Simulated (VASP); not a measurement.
A run of VASP 6.6.1:

The input POSCAR:

```
Cu
1.0
    1.4476911073     -1.4476911073     -1.3693140256
    1.4476911073      1.4476911073     -1.3693140256
    2.8953822146      0.0000000000      2.7386280511
Cu
2
Direct
    0.0825453967     -0.0741151424     -0.0840260744
    0.4174546033      0.5741151424      0.5840260744
```

Contents of INCAR.step1:

```
ALGO = Normal
EDIFF = 1E-4
ENCUT = 520
GGA = PE
ISMEAR = 0
LASPH = True
LCHARG = False
LREAL = False
LWAVE = True
NBANDS = 18
NELM = 80
PREC = Accurate
SIGMA = 0.15
```

File INCAR.step2:

```
ALGO = Normal
EDIFF = 1E-6
ENCUT = 520
ISIF = 2
ISMEAR = 0
ISTART = 1
LASPH = True
LCHARG = False
LMIXTAU = True
LREAL = False
LWAVE = False
METAGGA = R2SCAN
NBANDS = 18
NELM = 80
PREC = Accurate
SIGMA = 0.15
```

The input KPOINTS:

```
k-points
0
Gamma
  14 14 8
```

Potentials or basis: VASP PAW PBE potentials, release 64 (Cu).

Launch:

```bash
$ cat potpaw_PBE.64/Cu/POTCAR > POTCAR
$ cp INCAR.step1 INCAR
$ mpirun -np 1 vasp_std > vasp.out
$ cp INCAR.step2 INCAR
$ mpirun -np 1 vasp_std > vasp.out
```

Hardware: 1 thread of Intel(R) Xeon(R) 6975P-C (Granite Rapids) (shared host).

Problem. How long does it take, and how much memory?

Solution. Wall time 5.8 min on 1 thread of Intel(R) Xeon(R) 6975P-C (Granite Rapids), on a shared host, peak memory 0.35 GiB. Counts: k points 788.
